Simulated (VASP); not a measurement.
# InSe (C2/m) in VASP: a series of runs, part 2 of 2

VASP 6.6.1. Earlier steps stand in the parts before.

**4. Single point, PBEsol**

This run uses another cell than the first one, of 29.13 Å³/atom.

INCAR reads:

```
  ALGO = Normal
  EDIFF = 1E-7
  ENCUT = 520
  GGA = PS
  ISIF = 2
  ISMEAR = -1
  LASPH = True
  LCHARG = False
  LREAL = False
  LWAVE = False
  NBANDS = 27
  NELM = 60
  PREC = Accurate
  SIGMA = 0.05
```

KPOINTS reads:

```
k-points
0
Gamma
  6 6 5
```

POSCAR reads:

```
InSe
1.0
    5.8263928781     -2.0546489550      0.0000000000
    5.8263928781      2.0546489550      0.0000000000
   -1.7232330140      0.0000000000      4.8667748149
In Se
2 2
Direct
    0.8882032500      0.8882032500      0.0468413600
    0.1117967500      0.1117967500      0.9531586400
    0.6609275900      0.6609275900      0.6689556200
    0.3390724100      0.3390724100      0.3310443800
```

Potentials or basis: VASP PAW PBE potentials, release 64 (In_d, Se).

Started as:

```sh
cat potpaw_PBE.64/In_d/POTCAR potpaw_PBE.64/Se/POTCAR > POTCAR
mpirun -np 1 vasp_std > vasp.out
```

OUTCAR:

```text
EDIFF = 1E-7
   ENCUT = 520
   GGA = PS
   ISIF = 2
   ISMEAR = -1
   LASPH = True
   LREAL = False
   NELM = 60
   PREC = Accurate

 ion  position               nearest neighbor table
   1  0.888  0.888  0.047-   4 2.70   4 2.70   3 2.71   2 2.80   2 3.71   2 3.71
   2  0.112  0.112  0.953-   3 2.70   3 2.70   4 2.71   1 2.80   1 3.71   1 3.71
   3  0.661  0.661  0.669-   2 2.70   2 2.70   1 2.71
   4  0.339  0.339  0.331-   1 2.70   1 2.70   2 2.71

  LATTYP: Found a base centered monoclinic cell.
 ALAT       =    11.6527857562
 B/A-ratio  =     0.3526451096
 C/A-ratio  =     0.4430572208
 COS(beta)  =    -0.3337754773

  Lattice vectors:

 A1 = (   5.8263928781,  -2.0546489550,   0.0000000000)
 A2 = (   5.8263928781,   2.0546489550,   0.0000000000)
 A3 = (  -1.7232330140,   0.0000000000,   4.8667748149)

Analysis of symmetry for initial positions (statically):
=====================================================================
 Subroutine PRICEL returns:
 Original cell was already a primitive cell.

 Routine SETGRP: Setting up the symmetry group for a
 base centered monoclinic supercell.

 Subroutine GETGRP returns: Found  4 space group operations
 (whereof  4 operations were pure point group operations)
 out of a pool of  4 trial point group operations.

The static configuration has the point symmetry C_2h.

Analysis of symmetry for dynamics (positions and initial velocities):
=====================================================================
 Subroutine PRICEL returns:
 Original cell was already a primitive cell.

 Routine SETGRP: Setting up the symmetry group for a
 base centered monoclinic supercell.

 Subroutine GETGRP returns: Found  4 space group operations
 (whereof  4 operations were pure point group operations)
 out of a pool of  4 trial point group operations.

The dynamic configuration has the point symmetry C_2h.

[... 118 lines left out ...]
   EFERMI_NEDOS =   21; number of points for ismear=-14 and -15
   IALGO  =     38    algorithm
   IMIX   =      4    mixing-type and parameters
     AMIX     =   0.40;   BMIX     =  1.00
     AMIX_MAG =   1.60;   BMIX_MAG =  1.00
  volume/ion in A,a.u.               =      29.13       196.58
  Fermi-wavevector in a.u.,A,eV,Ry     =   1.126851  2.129440 17.276584  1.269793
  Thomas-Fermi vector in A             =   2.263535
   LORBIT       =      0    0 simple, 1 ext, 2 COOP (PROOUT), +10 PAW based schemes
   GGA     = PS    functional components
   LHFCALC =     F    Hartree Fock is set to
   AEXX    =    0.0000 exact exchange contribution
   IVDW    =     0    specifies the selected vdW correction
   LEPSILON=     F    determine dielectric tensor
   LRPA    =     F    only Hartree local field effects (RPA)
 non-spin polarized calculation
  energy-cutoff  :      520.00
  volume of cell :      116.52
 maximum number of plane-waves:      3160
 NGX is ok and might be reduce to    48
   NGX = 23   NGY = 23   NGZ = 19

 number of electron      38.0000004 magnetization

 Free energy of the ion-electron system (eV)
  ---------------------------------------------------
  ext. energy  EPLUGINS =         0.00000000
  ---------------------------------------------------
  free energy    TOTEN  =       -15.48308413 eV

  energy without entropy =      -15.48308396  energy(sigma->0) =      -15.48308404

 E-fermi :   4.1814     XC(G=0):  -9.1762

 val. band max:        3.5842931635   @ k =   0.5000   0.5000   0.0000
 cond. band min:       4.8375646376   @ k =  -0.1667  -0.1667   0.4000
 fundamental gap:      1.2532714741
 Fermi energy:         4.1813814915

 k-point     1 :       0.0000    0.0000    0.0000
  band No.  band energies     occupation
      1     -10.7866      2.00000
      2     -10.6940      2.00000
      3     -10.5040      2.00000
      4     -10.4709      2.00000
      5     -10.4356      2.00000
      6     -10.4329      2.00000
[... 709 lines left out ...]
     26      11.1338      0.00000
     27      11.5525      0.00000

 [... further k-points ...]

------------------------ aborting loop because EDIFF is reached ----------------------------------------

  FORCE on cell =-STRESS in cart. coord.  units (eV):
  Direction    XX          YY          ZZ          XY          YZ          ZX
  --------------------------------------------------------------------------------------
  -------------------------------------------------------------------------------------
  Total       -1.4614106     -1.2239873     -1.3656134      0.0000000      0.0000000     -0.1812691
  in kB      -20.0943600    -16.8297952    -18.7771510      0.0000000      0.0000000     -2.4924454
  external PRESSURE =     -18.5671021 kB  Pullay stress =       0.0000000 kB

 VOLUME and BASIS-vectors are now :
 -----------------------------------------------------------------------------
  energy-cutoff  :      520.00
  volume of cell :      116.52
      direct lattice vectors                 reciprocal lattice vectors
     5.826392878 -2.054648955  0.000000000     0.085816389 -0.243350573  0.030385962
     5.826392878  2.054648955  0.000000000     0.085816389  0.243350573  0.030385962
    -1.723233014  0.000000000  4.866774815     0.000000000  0.000000000  0.205474886

 POSITION                                       TOTAL-FORCE (eV/Angst)
 -----------------------------------------------------------------------------------
     10.26932      0.00000      0.22797        -0.158722      0.000000      0.018807
     -0.33977      0.00000      4.63881         0.158722      0.000000     -0.018807
      6.54888      0.00000      3.25566         0.041135      0.000000      0.136056
      3.38067      0.00000      1.61112        -0.041135      0.000000     -0.136056
 -----------------------------------------------------------------------------------
    total drift:                               -0.000000     -0.000000      0.000000

  FREE ENERGIE OF THE ION-ELECTRON SYSTEM (eV)
  ---------------------------------------------------
  free  energy   TOTEN  =       -15.4830841255 eV

  energy  without entropy=      -15.4830839550  energy(sigma->0) =      -15.48308404
```

OSZICAR:

```text
N       E                     dE             d eps       ncg     rms          rms(c)
DAV:   1     0.330365055170E+03    0.33037E+03   -0.17412E+04  2970   0.155E+03
DAV:   2     0.231441221263E+02   -0.30722E+03   -0.29770E+03  2994   0.380E+02
DAV:   3    -0.142699602723E+02   -0.37414E+02   -0.36835E+02  3693   0.142E+02
DAV:   4    -0.159296075604E+02   -0.16596E+01   -0.16543E+01  3609   0.306E+01
DAV:   5    -0.159833633557E+02   -0.53756E-01   -0.53745E-01  4329   0.562E+00    0.605E+00
DAV:   6    -0.155164616978E+02    0.46690E+00   -0.88136E-01  4146   0.157E+01    0.361E+00
DAV:   7    -0.154869685187E+02    0.29493E-01   -0.33022E-01  4503   0.432E+00    0.114E+00
DAV:   8    -0.154831056398E+02    0.38629E-02   -0.33716E-02  4383   0.196E+00    0.528E-01
DAV:   9    -0.154830588977E+02    0.46742E-04   -0.51488E-03  4182   0.714E-01    0.177E-01
DAV:  10    -0.154830510759E+02    0.78218E-05   -0.42839E-04  3675   0.184E-01    0.917E-02
DAV:  11    -0.154830878509E+02   -0.36775E-04   -0.16052E-04  4136   0.138E-01    0.240E-02
DAV:  12    -0.154830836162E+02    0.42346E-05   -0.21072E-05  4344   0.467E-02    0.167E-02
DAV:  13    -0.154830840343E+02   -0.41808E-06   -0.37307E-06  4178   0.121E-02    0.618E-03
DAV:  14    -0.154830841255E+02   -0.91142E-07   -0.77402E-07  3750   0.112E-02
   1 F= -.15483084E+02 E0= -.15483084E+02  d E =-.170458E-06
```

stdout:

```text
POSCAR found type information on POSCAR InSe
 POSCAR found :  2 types and       4 ions
 scaLAPACK will be used
 -----------------------------------------------------------------------------
|                                                                             |
|                                                                             |
|     You enforced a specific xc type in the INCAR file but a different       |
|     I HOPE YOU KNOW WHAT YOU ARE DOING!                                     |
|                                                                             |
 -----------------------------------------------------------------------------

 LDA part: xc-table for (Slater+PW92), standard interpolation
 POSCAR, INCAR and KPOINTS ok, starting setup
 FFT: planning ... GRIDC
 FFT: planning ... GRID_SOFT
 FFT: planning ... GRID
 WAVECAR not read
 entering main loop
```

Wall time 1.8 min (1 thread of Intel Xeon 6975P-C (Granite Rapids), shared host); peak memory 0.37 GiB.

What came out:

```
Free energy            : -15.4831 eV
Pressure               : -1.9 GPa
Largest force          : 0.160 eV/Å
Band gap on the k mesh : 1.25 eV (least direct gap 1.39 eV)
```

Forces in eV/Å, atoms in the order of the input:
```
In  -0.159  0.000  0.019
In   0.159  0.000 -0.019
Se   0.041  0.000  0.136
Se  -0.041  0.000 -0.136
```

Levels at points of the mesh, in eV from the valence-band top:
```
           k point  band 16  band 17  band 18  band 19  band 20  band 21  band 22  band 23
(0.00, 0.00, 0.00)    -2.17    -1.84    -1.32    -1.04     2.64     2.93     3.58     4.83
(0.50, 0.00, 0.00)    -2.12    -1.79    -1.56    -1.09     1.58     2.36     3.64     3.64
(0.50, 0.50, 0.00)    -2.21    -1.22    -0.62     0.00     1.48     2.67     3.43     3.90
```

Caveat: the PAW data sets were made with another functional, which shifts forces and pressure a little; spin-orbit coupling is left out, which moves the levels of the heavy elements; an odd mesh through Γ misses points on the zone boundary, where band edges can lie.

**5. Summary**

| cell | gap on the mesh (eV) | pressure (GPa) | largest force (eV/Å) |
| --- | --- | --- | --- |
| a = 6.178, b = 6.178, c = 5.073 Å, angles 108.7, 108.7, 38.8°, 4 atoms | 1.27 | -1.1 | 0.08 |
| a = 6.178, b = 6.178, c = 5.118 Å, angles 108.5, 108.5, 38.8°, 4 atoms | 1.26 | -1.5 | 0.09 |
| a = 6.178, b = 6.178, c = 5.163 Å, angles 108.3, 108.3, 38.8°, 4 atoms | 1.25 | -1.9 | 0.16 |

Alike in all rows: task single point; level PBEsol; potentials or basis VASP PAW PBE potentials, release 64 (In_d, Se); no spin polarisation; k mesh 6 × 6 × 5; cutoff (eV) 520; smearing fermi-dirac 0.05 eV.

Caveats: the PAW data sets were made with another functional, which shifts forces and pressure a little; spin-orbit coupling is left out, which moves the levels of the heavy elements; an odd mesh through Γ misses points on the zone boundary, where band edges can lie.

Absolute energies hang on the potentials; compare differences alone.
